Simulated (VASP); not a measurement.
# AlCu3 (Pm-3m) in VASP: notebook

Runs on AlCu3. Level: r2SCAN. Tasks: single point.

Everything below comes from runs of VASP 6.6.1. Logs are shortened: lines on timing, memory, paths and dates and some standing lists are left out, and cuts for length are marked.

### Step 1. The cell of the first run

The structure is cubic, space group Pm-3m (No. 221). Conventional cell: a = 3.567 Å, b = 3.567 Å, c = 3.567 Å, α = 90.00°, β = 90.00°, γ = 90.00°. Al (site symmetry m-3m) has 12 Cu at 2.52 Å within 3.3 Å. Cu (site symmetry 4/mmm) has 4 Al at 2.52 Å and 8 Cu at 2.52 Å within 3.3 Å.

### Step 2. Single point, r2SCAN (11.35 Å³/atom)

The input, POSCAR:

```
AlCu3
1.0
    3.5674726932      0.0000000000      0.0000000000
    0.0000000000      3.5674726932      0.0000000000
    0.0000000000      0.0000000000      3.5674726932
Al Cu
1 3
Direct
    0.0000000000      0.0000000000      0.0000000000
    0.5000000000      0.5000000000      0.0000000000
    0.5000000000      0.0000000000      0.5000000000
    0.0000000000      0.5000000000      0.5000000000
```

The input, INCAR.step1:

```
SYSTEM = AlCu3
PREC = Accurate
ENCUT = 520
ISMEAR = 0
SIGMA = 0.1
LREAL = .FALSE.
LASPH = .TRUE.
NELM = 60
NBANDS = 26
GGA = PE
ALGO = Normal
EDIFF = 1E-4
LWAVE = .TRUE.
LCHARG = .FALSE.
```

The input, INCAR.step2:

```
SYSTEM = AlCu3
PREC = Accurate
ENCUT = 520
EDIFF = 1E-6
ISMEAR = 0
SIGMA = 0.1
LREAL = .FALSE.
LASPH = .TRUE.
NELM = 60
ALGO = Normal
ISIF = 2
LWAVE = .FALSE.
LCHARG = .FALSE.
METAGGA = R2SCAN
LMIXTAU = .TRUE.
NBANDS = 26
ISTART = 1
```

The input, KPOINTS:

```
Automatic mesh
0
G
  12 12 12
  0 0 0
```

Potentials or basis: VASP PAW PBE potentials, release 64 (Al, Cu).

Launch:

```
$ cat potpaw_PBE.64/Al/POTCAR potpaw_PBE.64/Cu/POTCAR > POTCAR
$ cp INCAR.step1 INCAR
$ mpirun -np 1 vasp_std > vasp.out
$ cp INCAR.step2 INCAR
$ mpirun -np 1 vasp_std > vasp.out
```

OUTCAR:

```text
SYSTEM = AlCu3
   PREC = Accurate
   ENCUT = 520
   EDIFF = 1E-6
   ISMEAR = 0
   LREAL = .FALSE.
   LASPH = .TRUE.
   NELM = 60
   ISIF = 2
   METAGGA = R2SCAN
   ISTART = 1

 ion  position               nearest neighbor table
   1  0.000  0.000  0.000-   2 2.52   3 2.52   4 2.52   3 2.52   4 2.52   2 2.52   4 2.52   4 2.52
                             2 2.52   3 2.52   3 2.52   2 2.52
   2  0.500  0.500  0.000-   1 2.52   3 2.52   4 2.52   3 2.52   4 2.52   1 2.52   3 2.52   3 2.52
                             1 2.52   4 2.52   4 2.52   1 2.52
   3  0.500  0.000  0.500-   1 2.52   2 2.52   4 2.52   1 2.52   2 2.52   2 2.52   4 2.52   2 2.52
                             1 2.52   4 2.52   1 2.52   4 2.52
   4  0.000  0.500  0.500-   1 2.52   2 2.52   3 2.52   1 2.52   2 2.52   1 2.52   3 2.52   1 2.52
                             2 2.52   3 2.52   2 2.52   3 2.52

  LATTYP: Found a simple cubic cell.
 ALAT       =     3.5674726932

  Lattice vectors:

 A1 = (   3.5674726932,   0.0000000000,   0.0000000000)
 A2 = (   0.0000000000,   3.5674726932,   0.0000000000)
 A3 = (   0.0000000000,   0.0000000000,   3.5674726932)

Analysis of symmetry for initial positions (statically):
=====================================================================
 Subroutine PRICEL returns:
 Original cell was already a primitive cell.

 Routine SETGRP: Setting up the symmetry group for a
 simple cubic supercell.

 Subroutine GETGRP returns: Found 48 space group operations
 (whereof 48 operations were pure point group operations)
 out of a pool of 48 trial point group operations.

The static configuration has the point symmetry O_h .

Analysis of symmetry for dynamics (positions and initial velocities):
=====================================================================
 Subroutine PRICEL returns:
 Original cell was already a primitive cell.

 Routine SETGRP: Setting up the symmetry group for a
 simple cubic supercell.

 Subroutine GETGRP returns: Found 48 space group operations
 (whereof 48 operations were pure point group operations)
 out of a pool of 48 trial point group operations.

The dynamic configuration has the point symmetry O_h .

 Subroutine INISYM returns: Found 48 space group operations
 (whereof 48 operations are pure point group operations),
 and found     1 'primitive' translations

----------------------------------------------------------------------------------------

                                     Primitive cell

  volume of cell :      45.4027

[... 94 lines left out ...]
   EDIFFG = 0.1E-04   stopping-criterion for IOM
   NSW    =      0    number of steps for IOM
   IBRION =     -1    ionic relax: 0-MD 1-quasi-New 2-CG
   NFREE  =      0    steps in history (QN), initial steepest desc. (CG)
   ISIF   =      2    stress and relaxation
   ISYM   =      2    0-nonsym 1-usesym 2-fastsym
   POTIM  = 0.5000    time-step for ionic-motion
   TEBEG  =    0.0;   TEEND  =   0.0 temperature during run
   PSTRESS=    0.0 pullay stress
   NELECT =      36.0000    total number of electrons
   NUPDOWN=      -1.0000    fix difference up-down
   EMIN   =  10.00;   EMAX   =-10.00  energy-range for DOS
   EFERMI =   0.00;   METHOD = LEGACY
   ISMEAR =     0;   SIGMA  =   0.10  broadening in eV -4-tet -1-fermi 0-gaus
   EFERMI_NEDOS =   21; number of points for ismear=-14 and -15
   IALGO  =     38    algorithm
   IMIX   =      4    mixing-type and parameters
     AMIX     =   0.40;   BMIX     =  1.00
     AMIX_MAG =   1.60;   BMIX_MAG =  1.00
  volume/ion in A,a.u.               =      11.35        76.60
  Fermi-wavevector in a.u.,A,eV,Ry     =   1.515241  2.863390 31.238362  2.295955
  Thomas-Fermi vector in A             =   2.624791
   LORBIT       =      0    0 simple, 1 ext, 2 COOP (PROOUT), +10 PAW based schemes
   METAGGA = R2SCAN    functional components
   LHFCALC =     F    Hartree Fock is set to
   AEXX    =    0.0000 exact exchange contribution
   IVDW    =     0    specifies the selected vdW correction
   LEPSILON=     F    determine dielectric tensor
   LRPA    =     F    only Hartree local field effects (RPA)
 non-spin polarized calculation
 Gauss-broadening in eV      SIGMA  =   0.10
  energy-cutoff  :      520.00
  volume of cell :       45.40
 maximum number of plane-waves:      1240
 NGX is ok and might be reduce to    28
   NGX = 13   NGY = 13   NGZ = 13

 number of electron      35.9999922 magnetization

 Free energy of the ion-electron system (eV)
  ---------------------------------------------------
  ext. energy  EPLUGINS =         0.00000000
  ---------------------------------------------------
  free energy    TOTEN  =       -39.88040141 eV

  energy without entropy =      -39.87540974  energy(sigma->0) =      -39.87790558

 E-fermi :   9.2929     XC(G=0): -13.7096

 val. band max:        9.2845745249   @ k =   0.2500   0.1667   0.1667
 cond. band min:       9.3664432394   @ k =   0.1667   0.0833   0.0833
 fundamental gap:      0.0818687145
 Fermi energy:         9.2929120051

 k-point     1 :       0.0000    0.0000    0.0000
  band No.  band energies     occupation
      1      -2.3373      2.00000
      2       3.3378      2.00000
      3       3.9485      2.00000
      4       3.9485      2.00000
      5       4.2844      2.00000
      6       4.2844      2.00000
[... 685 lines left out ...]
     25      20.2338      0.00000
     26      20.9810      0.00000

 [... further k-points ...]

------------------------ aborting loop because EDIFF is reached ----------------------------------------

  FORCE on cell =-STRESS in cart. coord.  units (eV):
  Direction    XX          YY          ZZ          XY          YZ          ZX
  --------------------------------------------------------------------------------------
  -------------------------------------------------------------------------------------
  Total        3.0262654      3.0262654      3.0262654     -0.0000000     -0.0000000      0.0000000
  in kB      106.7912369    106.7912369    106.7912369     -0.0000000     -0.0000000      0.0000000
  external PRESSURE =     106.7912369 kB  Pullay stress =       0.0000000 kB

 VOLUME and BASIS-vectors are now :
 -----------------------------------------------------------------------------
  energy-cutoff  :      520.00
  volume of cell :       45.40
      direct lattice vectors                 reciprocal lattice vectors
     3.567472693  0.000000000  0.000000000     0.280310485  0.000000000  0.000000000
     0.000000000  3.567472693  0.000000000     0.000000000  0.280310485  0.000000000
     0.000000000  0.000000000  3.567472693     0.000000000  0.000000000  0.280310485

 POSITION                                       TOTAL-FORCE (eV/Angst)
 -----------------------------------------------------------------------------------
      0.00000      0.00000      0.00000         0.000000      0.000000      0.000000
      1.78374      1.78374      0.00000         0.000000      0.000000      0.000000
      1.78374      0.00000      1.78374         0.000000      0.000000      0.000000
      0.00000      1.78374      1.78374         0.000000      0.000000      0.000000
 -----------------------------------------------------------------------------------
    total drift:                                0.000000      0.000000      0.000000

  FREE ENERGIE OF THE ION-ELECTRON SYSTEM (eV)
  ---------------------------------------------------
  free  energy   TOTEN  =       -39.8804014133 eV

  energy  without entropy=      -39.8754097427  energy(sigma->0) =      -39.87790558
```

OSZICAR.step1:

```text
N       E                     dE             d eps       ncg     rms          rms(c)
DAV:   1     0.250954082289E+03    0.25095E+03   -0.15548E+04  4576   0.221E+03
DAV:   2    -0.817458025545E+00   -0.25177E+03   -0.24101E+03  4374   0.355E+02
DAV:   3    -0.193955487946E+02   -0.18578E+02   -0.17631E+02  4972   0.134E+02
DAV:   4    -0.198088496515E+02   -0.41330E+00   -0.41220E+00  6388   0.230E+01
DAV:   5    -0.198158290668E+02   -0.69794E-02   -0.69787E-02  6734   0.242E+00    0.174E+01
DAV:   6    -0.182966024283E+02    0.15192E+01   -0.39989E+01  5134   0.160E+02    0.107E+01
DAV:   7    -0.154583349055E+02    0.28383E+01   -0.98143E+00  5284   0.741E+01    0.903E-01
DAV:   8    -0.154424028293E+02    0.15932E-01   -0.36379E-01  6402   0.896E+00    0.131E+00
DAV:   9    -0.154122857547E+02    0.30117E-01   -0.57415E-02  5364   0.583E+00    0.635E-02
DAV:  10    -0.154124663917E+02   -0.18064E-03   -0.29600E-03  6004   0.872E-01    0.397E-02
DAV:  11    -0.154124484757E+02    0.17916E-04   -0.15408E-04  3290   0.257E-01
   1 F= -.15412448E+02 E0= -.15409825E+02  d E =-.524718E-02
```

Wall time 5.4 min (1 thread of Intel Xeon 8259CL, shared host); peak memory 0.22 GiB.

What came out:

| Item | Value |
| --- | --- |
| Free energy | -39.8804 eV |
| Pressure | 10.7 GPa |
| Band gap on the k mesh | zero (bands 18 and 19 overlap by 6.09 eV) |

Levels at points of the mesh, in eV from the Fermi level:
| k point | band 16 | band 17 | band 18 | band 19 | band 20 | band 21 |
| --- | --- | --- | --- | --- | --- | --- |
| (0.00, 0.00, 0.00) | -2.20 | -0.35 | -0.35 | -0.35 | 4.82 | 4.82 |
| (0.50, 0.00, 0.00) | -2.71 | -2.20 | 4.20 | 4.20 | 4.21 | 4.21 |
| (0.50, 0.50, 0.00) | -2.97 | -2.53 | -1.27 | -1.27 | 6.94 | 6.94 |
| (0.50, 0.50, 0.50) | -2.40 | -2.40 | -2.40 | -1.65 | 1.86 | 2.10 |

Caveat: the cell stands under pressure; the PAW data sets were made with another functional, which shifts forces and pressure a little.

### Step 3. Single point, r2SCAN (11.71 Å³/atom)

This run uses another cell than the first one, of 11.71 Å³/atom.

The input, POSCAR:

```
AlCu3
1.0
    3.6050277972      0.0000000000      0.0000000000
    0.0000000000      3.6050277972      0.0000000000
    0.0000000000      0.0000000000      3.6050277972
Al Cu
1 3
Direct
    0.0000000000      0.0000000000      0.0000000000
    0.5000000000      0.5000000000      0.0000000000
    0.5000000000      0.0000000000      0.5000000000
    0.0000000000      0.5000000000      0.5000000000
```

The input, INCAR.step1:

```
SYSTEM = AlCu3
PREC = Accurate ; ENCUT = 520
ISMEAR = 0 ; SIGMA = 0.1
LREAL = .FALSE. ; LASPH = .TRUE.
NELM = 60 ; NBANDS = 26
GGA = PE ; ALGO = Normal
EDIFF = 1E-4 ; LWAVE = .TRUE.
LCHARG = .FALSE.
```

The input, INCAR.step2:

```
SYSTEM = AlCu3
PREC = Accurate ; ENCUT = 520
EDIFF = 1E-7 ; ISMEAR = 0
SIGMA = 0.1 ; LREAL = .FALSE.
LASPH = .TRUE. ; NELM = 60
ALGO = Normal ; ISIF = 2
LWAVE = .FALSE. ; LCHARG = .TRUE.
METAGGA = R2SCAN ; LMIXTAU = .TRUE.
LELF = .TRUE. ; LVHAR = .TRUE.
NBANDS = 26 ; ISTART = 1
```

The input, KPOINTS:

```
regular mesh
0
G
  12 12 12
  0 0 0
```

Potentials or basis: VASP PAW PBE potentials, release 64 (Al, Cu).

Launch:

```
$ cat potpaw_PBE.64/Al/POTCAR potpaw_PBE.64/Cu/POTCAR > POTCAR
$ cp INCAR.step1 INCAR
$ mpirun -np 1 vasp_std > vasp.out
$ cp INCAR.step2 INCAR
$ mpirun -np 1 vasp_std > vasp.out
```

It took 6.3 min on 1 thread of Intel Xeon 8259CL, shared host; peak memory 0.23 GiB.

The run converged. Its results:

* Free energy: -39.9538 eV
* Pressure: 5.2 GPa
* Band gap on the k mesh: zero (bands 18 and 19 overlap by 5.94 eV)

Levels at points of the mesh, in eV from the Fermi level:
```tsv
k point	band 16	band 17	band 18	band 19	band 20	band 21
(0.00, 0.00, 0.00)	-2.16	-0.31	-0.31	-0.31	4.70	4.70
(0.50, 0.00, 0.00)	-2.64	-2.16	4.09	4.09	4.17	4.17
(0.50, 0.50, 0.00)	-2.89	-2.46	-1.26	-1.26	6.84	6.84
(0.50, 0.50, 0.50)	-2.35	-2.35	-2.35	-1.53	1.70	2.01
```

Caveat: the cell stands under pressure; the PAW data sets were made with another functional, which shifts forces and pressure a little.

### Step 4. Single point, r2SCAN

This run uses another cell than the first one, of 12.08 Å³/atom.

The input, POSCAR:

```
AlCu3
1.0
    3.6418163360      0.0000000000      0.0000000000
    0.0000000000      3.6418163360      0.0000000000
    0.0000000000      0.0000000000      3.6418163360
Al Cu
1 3
Direct
    0.0000000000      0.0000000000      0.0000000000
    0.5000000000      0.5000000000      0.0000000000
    0.5000000000      0.0000000000      0.5000000000
    0.0000000000      0.5000000000      0.5000000000
```

The input, INCAR.step1:

```
SYSTEM = AlCu3
PREC = Accurate ; ENCUT = 520
ISMEAR = 0 ; SIGMA = 0.1
LREAL = .False. ; LASPH = .True.
NELM = 60 ; NBANDS = 26
GGA = PE ; ALGO = Normal
EDIFF = 1E-4 ; LWAVE = .True.
LCHARG = .False.
```

The input, INCAR.step2:

```
SYSTEM = AlCu3
PREC = Accurate ; ENCUT = 520
EDIFF = 1E-6 ; ISMEAR = 0
SIGMA = 0.1 ; LREAL = .False.
LASPH = .True. ; NELM = 60
ALGO = Normal ; ISIF = 2
LWAVE = .False. ; LCHARG = .False.
METAGGA = R2SCAN ; LMIXTAU = .True.
NBANDS = 26 ; ISTART = 1
```

The input, KPOINTS:

```
regular mesh
0
Gamma
  12 12 12
  0 0 0
```

Launch:

```
$ cat potpaw_PBE.64/Al/POTCAR potpaw_PBE.64/Cu/POTCAR > POTCAR
$ cp INCAR.step1 INCAR
$ mpirun -np 1 vasp_std > vasp.out
$ cp INCAR.step2 INCAR
$ mpirun -np 1 vasp_std > vasp.out
```

It took 7 min on 1 thread of Intel Xeon 8259CL, shared host; peak memory 0.23 GiB.

It converged, with:

| Quantity | Value |
| --- | --- |
| Free energy | -39.9791 eV |
| Pressure | 0.3 GPa |
| Band gap on the k mesh | zero (bands 18 and 19 overlap by 5.79 eV) |

Levels at points of the mesh, in eV from the Fermi level:
```
           k point  band 14  band 15  band 16  band 17  band 18  band 19  band 20  band 21  band 22  band 23
(0.00, 0.00, 0.00)    -2.12    -2.12    -2.12    -0.27    -0.27    -0.27     4.59     4.59     5.54    11.23
(0.50, 0.00, 0.00)    -3.05    -2.97    -2.58    -2.12     3.98     3.98     4.12     4.12     4.92     6.58
(0.50, 0.50, 0.00)    -2.95    -2.95    -2.82    -2.41    -1.25    -1.25     6.68     6.75     6.75     7.52
(0.50, 0.50, 0.50)    -3.02    -3.02    -2.30    -2.30    -2.30    -1.43     1.54     1.93     1.93     1.93
```

Caveat: the PAW data sets were made with another functional, which shifts forces and pressure a little.

### Step 5. Single point, r2SCAN (12.44 Å³/atom)

This run uses another cell than the first one, of 12.44 Å³/atom.

The input, POSCAR:

```
AlCu3
1.0
    3.6778762686      0.0000000000      0.0000000000
    0.0000000000      3.6778762686      0.0000000000
    0.0000000000      0.0000000000      3.6778762686
Al Cu
1 3
Direct
    0.0000000000      0.0000000000      0.0000000000
    0.5000000000      0.5000000000      0.0000000000
    0.5000000000      0.0000000000      0.5000000000
    0.0000000000      0.5000000000      0.5000000000
```

The input, INCAR.step1:

```
SYSTEM = AlCu3
  ALGO = Normal
  EDIFF = 1E-4
  ENCUT = 520
  GGA = PE
  ISMEAR = 0
  LASPH = .TRUE.
  LCHARG = .FALSE.
  LREAL = .FALSE.
  LWAVE = .TRUE.
  NBANDS = 26
  NELM = 100
  PREC = Accurate
  SIGMA = 0.1
```

The input, INCAR.step2:

```
SYSTEM = AlCu3
  ALGO = Normal
  EDIFF = 1E-7
  ENCUT = 520
  ISIF = 2
  ISMEAR = 0
  ISTART = 1
  LASPH = .TRUE.
  LCHARG = .FALSE.
  LMIXTAU = .TRUE.
  LREAL = .FALSE.
  LWAVE = .FALSE.
  METAGGA = R2SCAN
  NBANDS = 26
  NELM = 100
  PREC = Accurate
  SIGMA = 0.1
```

The input, KPOINTS:

```
k-points
0
G
  12 12 12
  0 0 0
```

Launch:

```
$ cat potpaw_PBE.64/Al/POTCAR potpaw_PBE.64/Cu/POTCAR > POTCAR
$ cp INCAR.step1 INCAR
$ mpirun -np 1 vasp_std > vasp.out
$ cp INCAR.step2 INCAR
$ mpirun -np 1 vasp_std > vasp.out
```

Wall time 10 min (1 thread of Intel Xeon 8259CL, shared host); peak memory 0.23 GiB.

It converged, with:

```
Free energy            : -39.9638 eV
Pressure               : -3.8 GPa
Band gap on the k mesh : zero (bands 18 and 19 overlap by 5.66 eV)
```

Levels at points of the mesh, in eV from the Fermi level:
| k point | band 16 | band 17 | band 18 | band 19 | band 20 | band 21 |
| --- | --- | --- | --- | --- | --- | --- |
| (0.00, 0.00, 0.00) | -2.08 | -0.24 | -0.24 | -0.24 | 4.48 | 4.48 |
| (0.50, 0.00, 0.00) | -2.53 | -2.08 | 3.88 | 3.88 | 4.08 | 4.08 |
| (0.50, 0.50, 0.00) | -2.75 | -2.35 | -1.25 | -1.25 | 6.50 | 6.66 |
| (0.50, 0.50, 0.50) | -2.26 | -2.26 | -2.26 | -1.33 | 1.39 | 1.84 |

Caveat: the cell stands under tension; the PAW data sets were made with another functional, which shifts forces and pressure a little.

### Step 6. The runs side by side

| cell | gap on the mesh (eV) | pressure (GPa) |
| --- | --- | --- |
| a = 3.567 Å, 4 atoms | none | 10.7 |
| a = 3.605 Å, 4 atoms | none | 5.2 |
| a = 3.642 Å, 4 atoms | none | 0.3 |
| a = 3.678 Å, 4 atoms | none | -3.8 |

Alike in all rows: task single point; level r2SCAN; potentials or basis VASP PAW PBE potentials, release 64 (Al, Cu); no spin polarisation; k mesh 12 × 12 × 12; cutoff (eV) 520; smearing gaussian 0.1 eV.

Caveats: the PAW data sets were made with another functional, which shifts forces and pressure a little; the cell stands under pressure (at least some runs); the cell stands under tension (at least some runs).

Absolute energies hang on the potentials; compare differences alone.

The gap in the log of VASP goes by the Fermi energy; the results here count the filled bands.